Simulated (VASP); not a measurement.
# Zr3N4 (I-43d) in VASP: further runs

The runs below take Zr3N4 through relaxation of the atoms, with PBE.

All numbers are computed with VASP 6.6.1; they aren't measurements. Logs are shortened: lines on timing, memory, paths and dates and some standing lists are left out, and cuts for length are marked.

### Step 1. The cell of the first run

It takes space group I-43d (No. 220, cubic). Conventional cell: a = 6.872 Å, b = 6.872 Å, c = 6.872 Å, α = 90.00°, β = 90.00°, γ = 90.00°. Zr (site symmetry -4) has 8 N at 2.27 to 2.49 Å within 3.0 Å. Within 3.0 Å of N (site symmetry 3) lie 6 Zr at 2.27 to 2.49 Å and 5 N at 2.66 to 2.98 Å.

### Step 2. Relaxation of the atoms, PBE (11.59 Å³/atom)

Contents of INCAR:

```
SYSTEM = Zr3N4
PREC = Accurate ; ENCUT = 520
EDIFF = 1E-7 ; ISMEAR = -1
SIGMA = 0.02 ; LREAL = .False.
LASPH = .True. ; NELM = 120
ALGO = Normal ; ISIF = 2
LWAVE = .False. ; LCHARG = .False.
GGA = PE ; IBRION = 2
NSW = 80 ; EDIFFG = -0.02
GGA_COMPAT = .False. ; NELMIN = 4
KPAR = 4
```

Contents of KPOINTS:

```
regular mesh
0
Gamma
  6 6 6
  0 0 0
```

Contents of POSCAR:

```
Zr3N4
1.0
   -3.4360952116      3.4360952116      3.4360952116
    3.4360952116     -3.4360952116      3.4360952116
    3.4360952116      3.4360952116     -3.4360952116
Zr N
6 8
Direct
    0.2500000000      0.6250000000      0.3750000000
    0.3750000000      0.2500000000      0.6250000000
    0.7500000000      0.8750000000      0.1250000000
    0.1250000000      0.7500000000      0.8750000000
    0.6250000000      0.3750000000      0.2500000000
    0.8750000000      0.1250000000      0.7500000000
    0.1374207936      0.1374207936      0.1374207936
    0.8625792064      0.5000000000      0.0000000000
    0.5000000000      0.0000000000      0.3625792064
    0.0000000000      0.8625792064      0.5000000000
    0.3625792064      0.5000000000      0.0000000000
    0.6374207936      0.6374207936      0.6374207936
    0.0000000000      0.3625792064      0.5000000000
    0.5000000000      0.0000000000      0.8625792064
```

Potentials or basis: VASP PAW PBE potentials, release 64 (Zr_sv, N).

Command:

```bash
cat potpaw_PBE.64/Zr_sv/POTCAR potpaw_PBE.64/N/POTCAR > POTCAR
mpirun -np 4 vasp_std > vasp.out
```

OUTCAR:

```text
SYSTEM = Zr3N4
   PREC = Accurate
   ENCUT = 520
   EDIFF = 1E-7
   ISMEAR = -1
   LREAL = .False.
   LASPH = .True.
   NELM = 120
   ISIF = 2
   GGA = PE
   IBRION = 2
   NSW = 80
   EDIFFG = -0.02
   NELMIN = 4

 ion  position               nearest neighbor table
   1  0.250  0.625  0.375-   8 2.27   9 2.27  12 2.27  13 2.27  11 2.49  10 2.49   7 2.49  14 2.49
                             5 3.21   5 3.21   6 3.21   2 3.21   2 3.21   4 3.21   6 3.21   4 3.21
   2  0.375  0.250  0.625-  10 2.27  12 2.27  11 2.27   9 2.27   7 2.49   8 2.49  13 2.49  14 2.49
                             5 3.21   6 3.21   3 3.21   5 3.21   1 3.21   1 3.21   6 3.21   3 3.21
   3  0.750  0.875  0.125-   7 2.27  11 2.27  10 2.27  14 2.27   9 2.49  12 2.49  13 2.49   8 2.49
                             5 3.21   6 3.21   2 3.21   6 3.21   4 3.21   5 3.21   2 3.21   4 3.21
   4  0.125  0.750  0.875-   7 2.27   8 2.27  13 2.27  14 2.27  10 2.49  12 2.49   9 2.49  11 2.49
                             6 3.21   6 3.21   3 3.21   5 3.21   1 3.21   1 3.21   3 3.21   5 3.21
   5  0.625  0.375  0.250-  11 2.27  12 2.27  13 2.27  14 2.27   9 2.49   7 2.49  10 2.49   8 2.49
                             1 3.21   4 3.21   1 3.21   2 3.21   3 3.21   2 3.21   3 3.21   4 3.21
   6  0.875  0.125  0.750-   7 2.27   8 2.27   9 2.27  10 2.27  14 2.49  12 2.49  13 2.49  11 2.49
                             4 3.21   1 3.21   2 3.21   3 3.21   4 3.21   3 3.21   2 3.21   1 3.21
   7  0.137  0.137  0.137-   3 2.27   4 2.27   6 2.27   2 2.49   5 2.49   1 2.49
   8  0.863  0.500  0.000-   1 2.27   4 2.27   6 2.27   2 2.49   5 2.49   3 2.49
   9  0.500  0.000  0.363-   1 2.27   2 2.27   6 2.27   5 2.49   3 2.49   4 2.49
  10  0.000  0.863  0.500-   2 2.27   3 2.27   6 2.27   4 2.49   5 2.49   1 2.49
  11  0.363  0.500  0.000-   3 2.27   2 2.27   5 2.27   1 2.49   4 2.49   6 2.49
  12  0.637  0.637  0.637-   2 2.27   1 2.27   5 2.27   4 2.49   3 2.49   6 2.49
  13  0.000  0.363  0.500-   1 2.27   4 2.27   5 2.27   2 2.49   3 2.49   6 2.49
  14  0.500  0.000  0.863-   3 2.27   4 2.27   5 2.27   6 2.49   1 2.49   2 2.49

  LATTYP: Found a body centered cubic cell.
 ALAT       =     6.8721904232

  Lattice vectors:

 A1 = (  -3.4360952116,   3.4360952116,   3.4360952116)
 A2 = (   3.4360952116,  -3.4360952116,   3.4360952116)
 A3 = (   3.4360952116,   3.4360952116,  -3.4360952116)

Analysis of symmetry for initial positions (statically):
=====================================================================
 Subroutine PRICEL returns:
 Original cell was already a primitive cell.

 Routine SETGRP: Setting up the symmetry group for a
 body centered cubic supercell.

 Subroutine GETGRP returns: Found 24 space group operations
 (whereof  3 operations were pure point group operations)
 out of a pool of 48 trial point group operations.

The static configuration has the point symmetry C_3 .
 The point group associated with its full space group is T_d .

Analysis of symmetry for dynamics (positions and initial velocities):
=====================================================================
 Subroutine PRICEL returns:
 Original cell was already a primitive cell.

 Routine SETGRP: Setting up the symmetry group for a
 body centered cubic supercell.

 Subroutine GETGRP returns: Found 24 space group operations
 (whereof  3 operations were pure point group operations)
 out of a pool of 48 trial point group operations.

The dynamic configuration has the point symmetry C_3 .
 The point group associated with its full space group is T_d .

 Subroutine INISYM returns: Found 24 space group operations
 (whereof  3 operations are pure point group operations),
 and found     1 'primitive' translations

----------------------------------------------------------------------------------------

                                     Primitive cell

  volume of cell :     162.2765

  direct lattice vectors                    reciprocal lattice vectors
    -3.436095212  3.436095212  3.436095212     0.000000000  0.145514012  0.145514012
     3.436095212 -3.436095212  3.436095212     0.145514012  0.000000000  0.145514012
     3.436095212  3.436095212 -3.436095212     0.145514012  0.145514012  0.000000000

  length of vectors
     5.951491486  5.951491486  5.951491486     0.205787889  0.205787889  0.205787889

  position of ions in fractional coordinates (direct lattice)
     0.250000000  0.625000000  0.375000000
     0.375000000  0.250000000  0.625000000
     0.750000000  0.875000000  0.125000000
     0.125000000  0.750000000  0.875000000
     0.625000000  0.375000000  0.250000000
     0.875000000  0.125000000  0.750000000
     0.137420794  0.137420794  0.137420794
     0.862579206  0.500000000  0.000000000
     0.500000000  0.000000000  0.362579206
     0.000000000  0.862579206  0.500000000
     0.362579206  0.500000000  0.000000000
     0.637420794  0.637420794  0.637420794
     0.000000000  0.362579206  0.500000000
     0.500000000  0.000000000  0.862579206

  ion indices of the primitive-cell ions
   primitive index   ion index
                 1           1
                 2           2
                 3           3
                 4           4
                 5           5
                 6           6
                 7           7
                 8           8
                 9           9
                10          10
                11          11
                12          12
                13          13
                14          14

----------------------------------------------------------------------------------------

 KPOINTS: regular mesh

Automatic generation of k-mesh.
 Grid dimensions read from file:
 generate k-points for:    6    6    6

 Generating k-lattice:

  Cartesian coordinates                     Fractional coordinates (reciprocal lattice)
     0.000000000  0.024252335  0.024252335     0.166666667  0.000000000  0.000000000
     0.024252335  0.000000000  0.024252335     0.000000000  0.166666667  0.000000000
     0.024252335  0.024252335  0.000000000     0.000000000  0.000000000  0.166666667

  Length of vectors
     0.034297982  0.034297982  0.034297982

  Shift w.r.t. Gamma in fractional coordinates (k-lattice)
     0.000000000  0.000000000  0.000000000

 Subroutine IBZKPT returns following result:
 ===========================================

 Found     16 irreducible k-points:

 Following reciprocal coordinates:
            Coordinates               Weight
  0.000000  0.000000  0.000000      1.000000
  0.166667  0.000000  0.000000     12.000000
  0.333333  0.000000  0.000000     12.000000
  0.500000  0.000000  0.000000      6.000000
  0.166667  0.166667  0.000000     24.000000
  0.333333  0.166667 -0.000000     48.000000
[... 8 lines left out ...]
  0.500000  0.500000  0.333333     12.000000
  0.500000  0.500000  0.500000      1.000000
   k-points           NKPTS =     16   k-points in BZ     NKDIM =     16   number of bands    NBANDS=     67
   number of dos      NEDOS =    301   number of ions     NIONS =     14
   total plane-waves  NPLWV = 110592
   dimension x,y,z NGX =    48 NGY =   48 NGZ =   48
   dimension x,y,z NGXF=    96 NGYF=   96 NGZF=   96
   ions per type =               6   8
   NGX,Y,Z   is equivalent  to a cutoff of  13.41, 13.41, 13.41 a.u.
   NGXF,Y,Z  is equivalent  to a cutoff of  26.82, 26.82, 26.82 a.u.
 SYSTEM =  Zr3N4
   PREC   = accura    normal or accurate (medium, high low for compatibility)
   ISTART =      0    job   : 0-new  1-cont  2-samecut
   ICHARG =      2    charge: 1-file 2-atom 10-const
   ISPIN  =      1    spin polarized calculation?
   LNONCOLLINEAR =      F non collinear calculations
   LSORBIT =      F    spin-orbit coupling
   LASPH  =      T    aspherical Exc in radial PAW
   ENCUT  =  520.0 eV  38.22 Ry    6.18 a.u.  11.07 11.07 11.07*2*pi/ulx,y,z
   NELM   =    120;   NELMIN=  4; NELMDL= -5     # of ELM steps
   EDIFF  = 0.1E-06   stopping-criterion for ELM
   LREAL  =      F    real-space projection
   EDIFFG = -.2E-01   stopping-criterion for IOM
   NSW    =     80    number of steps for IOM
   IBRION =      2    ionic relax: 0-MD 1-quasi-New 2-CG
   NFREE  =      1    steps in history (QN), initial steepest desc. (CG)
   ISIF   =      2    stress and relaxation
   ISYM   =      2    0-nonsym 1-usesym 2-fastsym
   POTIM  = 0.5000    time-step for ionic-motion
   TEBEG  =    0.0;   TEEND  =   0.0 temperature during run
   PSTRESS=    0.0 pullay stress
   NELECT =     112.0000    total number of electrons
   NUPDOWN=      -1.0000    fix difference up-down
   EMIN   =  10.00;   EMAX   =-10.00  energy-range for DOS
   EFERMI =   0.00;   METHOD = LEGACY
   ISMEAR =    -1;   SIGMA  =   0.02  broadening in eV -4-tet -1-fermi 0-gaus
   EFERMI_NEDOS =   21; number of points for ismear=-14 and -15
   IALGO  =     38    algorithm
   IMIX   =      4    mixing-type and parameters
     AMIX     =   0.40;   BMIX     =  1.00
     AMIX_MAG =   1.60;   BMIX_MAG =  1.00
  volume/ion in A,a.u.               =      11.59        78.22
  Fermi-wavevector in a.u.,A,eV,Ry     =   1.446757  2.733975 28.478441  2.093106
  Thomas-Fermi vector in A             =   2.564789
   LORBIT       =      0    0 simple, 1 ext, 2 COOP (PROOUT), +10 PAW based schemes
   GGA     = PE    functional components
   LHFCALC =     F    Hartree Fock is set to
   AEXX    =    0.0000 exact exchange contribution
   IVDW    =     0    specifies the selected vdW correction
   LEPSILON=     F    determine dielectric tensor
   LRPA    =     F    only Hartree local field effects (RPA)
 conjugate gradient relaxation of ions
 non-spin polarized calculation
  energy-cutoff  :      520.00
  volume of cell :      162.28
 maximum number of plane-waves:      4412
 NGX is ok and might be reduce to    48
   NGX = 23   NGY = 23   NGZ = 23

--------------------------------------- Ionic step        1  -------------------------------------------

 number of electron     112.0000001 magnetization

 Free energy of the ion-electron system (eV)
  ---------------------------------------------------
  ext. energy  EPLUGINS =         0.00000000
  ---------------------------------------------------
  free energy    TOTEN  =      -138.79748832 eV

  energy without entropy =     -138.79748832  energy(sigma->0) =     -138.79748832

------------------------ aborting loop because EDIFF is reached ----------------------------------------

  FORCE on cell =-STRESS in cart. coord.  units (eV):
  Direction    XX          YY          ZZ          XY          YZ          ZX
  --------------------------------------------------------------------------------------
  -------------------------------------------------------------------------------------
  Total      -10.1401478    -10.1401478    -10.1401478      0.0000000      0.0000000     -0.0000000
  in kB     -100.1150357   -100.1150357   -100.1150357      0.0000000      0.0000000     -0.0000000
  external PRESSURE =    -100.1150357 kB  Pullay stress =       0.0000000 kB
[... 177 lines left out ...]
  energy  without entropy=     -138.8712710460  energy(sigma->0) =     -138.87127105

--------------------------------------- Ionic step        5  -------------------------------------------

 number of electron     112.0000001 magnetization

 Free energy of the ion-electron system (eV)
  ---------------------------------------------------
  ext. energy  EPLUGINS =         0.00000000
  ---------------------------------------------------
  free energy    TOTEN  =      -138.88923046 eV

  energy without entropy =     -138.88923046  energy(sigma->0) =     -138.88923046

 E-fermi :  10.1383     XC(G=0): -12.3646

 val. band max:        9.7602990670   @ k =   0.0000   0.0000   0.0000
 cond. band min:      10.5044337561   @ k =   0.0000   0.0000   0.0000
 fundamental gap:      0.7441346891
 Fermi energy:        10.1383415590

 k-point     1 :       0.0000    0.0000    0.0000
  band No.  band energies     occupation
      1     -38.9759      2.00000
      2     -38.8654      2.00000
      3     -38.8654      2.00000
      4     -38.8654      2.00000
      5     -38.8273      2.00000
      6     -38.8273      2.00000
[... 1150 lines left out ...]
  FREE ENERGIE OF THE ION-ELECTRON SYSTEM (eV)
  ---------------------------------------------------
  free  energy   TOTEN  =      -138.8892304573 eV

  energy  without entropy=     -138.8892304571  energy(sigma->0) =     -138.88923046

 reached required accuracy - stopping structural energy minimisation
```

It took 5.6 min on 4 MPI ranks of Oxide Virtual Turin-like, shared host; peak memory 0.39 GiB.

Results:

```
Free energy                  : -138.8892 eV
Energy gained by relaxing    : 6.6 meV/atom
Ionic steps                  : 5
Pressure after relaxing      : -6.2 GPa
Largest force after relaxing : 0.011 eV/Å
Band gap on the k mesh       : 0.74 eV
```

Forces in eV/Å, atoms in the order of the input:
```
Zr   0.000  0.000  0.000
Zr   0.000  0.000  0.000
Zr   0.000  0.000  0.000
Zr   0.000  0.000  0.000
Zr   0.000  0.000  0.000
Zr   0.000  0.000  0.000
N   -0.007 -0.007 -0.007
N   -0.007  0.007  0.007
N    0.007  0.007 -0.007
N    0.007 -0.007  0.007
N   -0.007  0.007  0.007
N   -0.007 -0.007 -0.007
N    0.007 -0.007  0.007
N    0.007  0.007 -0.007
```

The path:
| step | energy change (eV) | largest force (eV/Å) | pressure (GPa) |
| --- | --- | --- | --- |
| 1 | 0.0000 | 0.2530 | -10.01 |
| 2 | -0.0231 | 0.2201 | -9.55 |
| 3 | -0.0731 | 0.1193 | -7.98 |
| 4 | -0.0738 | 0.1327 | -4.02 |
| 5 | -0.0917 | 0.0114 | -6.24 |

Final structure:
```cif
data_structure
_symmetry_space_group_name_H-M 'P 1'
_symmetry_Int_Tables_number 1
_cell_length_a 5.9515
_cell_length_b 5.9515
_cell_length_c 5.9515
_cell_angle_alpha 109.471
_cell_angle_beta 109.471
_cell_angle_gamma 109.471
_cell_volume 162.28
loop_
_atom_site_label
_atom_site_type_symbol
_atom_site_fract_x
_atom_site_fract_y
_atom_site_fract_z
_atom_site_occupancy
Zr1 Zr 0.25000 0.62500 0.37500 1
Zr2 Zr 0.37500 0.25000 0.62500 1
Zr3 Zr 0.75000 0.87500 0.12500 1
Zr4 Zr 0.12500 0.75000 0.87500 1
Zr5 Zr 0.62500 0.37500 0.25000 1
Zr6 Zr 0.87500 0.12500 0.75000 1
N1 N 0.12339 0.12339 0.12339 1
N2 N 0.87661 0.50000 0.00000 1
N3 N 0.50000 0.00000 0.37661 1
N4 N 0.00000 0.87661 0.50000 1
N5 N 0.37661 0.50000 0.00000 1
N6 N 0.62339 0.62339 0.62339 1
N7 N 0.00000 0.37661 0.50000 1
N8 N 0.50000 0.00000 0.87661 1
```

Caveat: semilocal functionals underestimate gaps, and a narrow one can read as zero. A k mesh can miss the band edges.

### Step 3. Relaxation of the atoms, PBE (11.37 Å³/atom)

This run uses another cell than the first one, of 11.37 Å³/atom.

Contents of INCAR:

```
PREC = Accurate
ENCUT = 520
EDIFF = 1E-7
ISMEAR = -1
SIGMA = 0.02
LREAL = False
LASPH = True
NELM = 120
ALGO = Normal
ISIF = 2
LWAVE = False
LCHARG = False
GGA = PE
IBRION = 2
NSW = 80
EDIFFG = -0.02
GGA_COMPAT = False
NELMIN = 4
KPAR = 4
```

Contents of KPOINTS:

```
Automatic mesh
0
Gamma
  6 6 6
```

POSCAR, as its differences from that of step 2:

```diff
@@ -2,5 +2,5 @@
 1.0
-   -3.4360952116      3.4360952116      3.4360952116
-    3.4360952116     -3.4360952116      3.4360952116
-    3.4360952116      3.4360952116     -3.4360952116
+   -3.4143471909      3.4143471909      3.4143471909
+    3.4143471909     -3.4143471909      3.4143471909
+    3.4143471909      3.4143471909     -3.4143471909
 Zr N
```

Potentials or basis: VASP PAW PBE potentials, release 64 (Zr_sv, N).

Command:

```bash
cat potpaw_PBE.64/Zr_sv/POTCAR potpaw_PBE.64/N/POTCAR > POTCAR
mpirun -np 4 vasp_std > vasp.out
```

Run time: 8.3 min. Hardware: 4 MPI ranks of Oxide Virtual Turin-like, shared host; peak memory 0.38 GiB.

The run converged. Its results:

```
Free energy                  : -138.9782 eV
Energy gained by relaxing    : 2.4 meV/atom
Ionic steps                  : 5
Pressure after relaxing      : -3.5 GPa
Largest force after relaxing : 0.004 eV/Å
Band gap on the k mesh       : 0.69 eV
```

Forces on the atoms (eV/Å):
```
Zr   0.000  0.000  0.000
Zr   0.000  0.000  0.000
Zr   0.000  0.000  0.000
Zr   0.000  0.000  0.000
Zr   0.000  0.000  0.000
Zr   0.000  0.000  0.000
N   -0.002 -0.002 -0.002
N   -0.002  0.002  0.002
N    0.002  0.002 -0.002
N    0.002 -0.002  0.002
N   -0.002  0.002  0.002
N   -0.002 -0.002 -0.002
N    0.002 -0.002  0.002
N    0.002  0.002 -0.002
```

Step by step:
```tsv
step	energy change (eV)	largest force (eV/Å)	pressure (GPa)
1	0.0000	0.1643	-5.69
2	-0.0096	0.1385	-5.38
3	-0.0287	0.0617	-4.35
4	-0.0212	0.1067	-1.93
5	-0.0332	0.0035	-3.52
```

Final structure:
```yaml
crystal:
  lattice:
    - [-3.41435, 3.41435, 3.41435]
    - [3.41435, -3.41435, 3.41435]
    - [3.41435, 3.41435, -3.41435]
  atoms:
    - { symbol: Zr, position: [0.25000, 0.62500, 0.37500] }
    - { symbol: Zr, position: [0.37500, 0.25000, 0.62500] }
    - { symbol: Zr, position: [0.75000, 0.87500, 0.12500] }
    - { symbol: Zr, position: [0.12500, 0.75000, 0.87500] }
    - { symbol: Zr, position: [0.62500, 0.37500, 0.25000] }
    - { symbol: Zr, position: [0.87500, 0.12500, 0.75000] }
    - { symbol: N, position: [0.12912, 0.12912, 0.12912] }
    - { symbol: N, position: [0.87088, 0.50000, 0.00000] }
    - { symbol: N, position: [0.50000, 0.00000, 0.37088] }
    - { symbol: N, position: [0.00000, 0.87088, 0.50000] }
    - { symbol: N, position: [0.37088, 0.50000, 0.00000] }
    - { symbol: N, position: [0.62912, 0.62912, 0.62912] }
    - { symbol: N, position: [0.00000, 0.37088, 0.50000] }
    - { symbol: N, position: [0.50000, 0.00000, 0.87088] }
```

Levels at points of the mesh, in eV from the valence-band top:
```csv
k point,band 53,band 54,band 55,band 56,band 57,band 58,band 59,band 60
"(0.00, 0.00, 0.00)",-1.25,0.00,0.00,0.00,0.69,0.69,1.37,1.37
"(0.50, 0.00, 0.00)",-1.52,-1.52,-0.87,-0.87,2.13,2.13,2.20,2.20
"(0.50, 0.50, 0.50)",-0.55,-0.55,-0.55,-0.55,3.21,3.21,3.21,3.21
```

Caveat: semilocal functionals underestimate gaps, and a narrow one can read as zero.
